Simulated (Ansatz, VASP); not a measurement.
**BaO in VASP and in Ansatz**

```
Ba O
1.0
     0.00000    2.78701    2.78701
     2.78701    0.00000    2.78701
     2.78701    2.78701    0.00000
Ba O
1 1
Direct
  0.00000 0.00000 0.00000
  0.50000 0.50000 0.50000
```

Alike in both runs: functional PBE; k mesh 8 × 8 × 8; occupations gaussian, width 0.02 eV; no spin polarisation.

Ansatz relaxed the structure, and its values are those at the end. VASP's run is a single point on that final structure, the one shown.

|  | VASP | Ansatz |
| --- | --- | --- |
| version | VASP 6.6.1 | Ansatz 0.2.0 |
| potentials or method | VASP PAW PBE potentials, release 64 (Ba_sv, O), cutoff 600 eV | scalar-relativistic, plane waves, PAW |
| valence electrons in the cell | 16 | 16 |

Ansatz gave:

- gap on the k mesh at the Fermi level (eV): 2.10
- least direct gap on the mesh (eV): 2.10
- pressure (GPa): 0.0

Which values does VASP return?

gap on the k mesh at the Fermi level (eV): 2.04; least direct gap on the mesh (eV): 2.04; pressure (GPa): 1.5.

The functional is the same, so the differences come from potentials, cutoffs and numerics.

Spin-orbit coupling is off throughout.
